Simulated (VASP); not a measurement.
A run of VASP 6.6.1 is set up as follows.

Contents of POSCAR:

```
LiF
1.0
   -0.0463235879      2.0982869620      2.0982869620
    2.0982869620     -0.0463235879      2.0982869620
    2.0982869620      2.0982869620     -0.0463235879
Li F
1 1
Direct
   -0.0023066025     -0.0023066025     -0.0023066025
    0.2523066025      0.2523066025      0.2523066025
```

The input INCAR.step1:

```
SYSTEM = LiF
ALGO = Normal
EDIFF = 1E-4
ENCUT = 520
GGA = PE
ISMEAR = 0
LASPH = .TRUE.
LCHARG = .FALSE.
LREAL = .FALSE.
LWAVE = .TRUE.
NBANDS = 12
NELM = 80
PREC = Accurate
SIGMA = 0.01
```

The input INCAR.step2:

```
SYSTEM = LiF
ALGO = Normal
EDIFF = 1E-7
ENCUT = 520
ISIF = 2
ISMEAR = 0
ISTART = 1
LASPH = .TRUE.
LCHARG = .FALSE.
LMIXTAU = .TRUE.
LREAL = .FALSE.
LWAVE = .FALSE.
METAGGA = R2SCAN
NBANDS = 12
NELM = 80
PREC = Accurate
SIGMA = 0.01
```

The input KPOINTS:

```
k-points
0
G
  10 10 10
  0 0 0
```

Potentials or basis: VASP PAW PBE potentials, release 64 (Li_sv, F).

Command:

```console
$ cat potpaw_PBE.64/Li_sv/POTCAR potpaw_PBE.64/F/POTCAR > POTCAR
$ cp INCAR.step1 INCAR
$ mpirun -np 1 vasp_std > vasp.out
$ cp INCAR.step2 INCAR
$ mpirun -np 1 vasp_std > vasp.out
```

Problem. Estimate the largest force.

Solution. 0.022 eV/Å.

Problem. Estimate the band gap on the k mesh.

Solution. 8.84 eV.

Forces in eV/Å, atoms in the order of the input:
```
Li   0.013  0.013  0.013
F   -0.013 -0.013 -0.013
```

Caveat: the cell differs from its parent crystal (strain along [111] -3.2%); the PAW data sets were made with another functional, which shifts forces and pressure a little. A k mesh can miss the band edges.
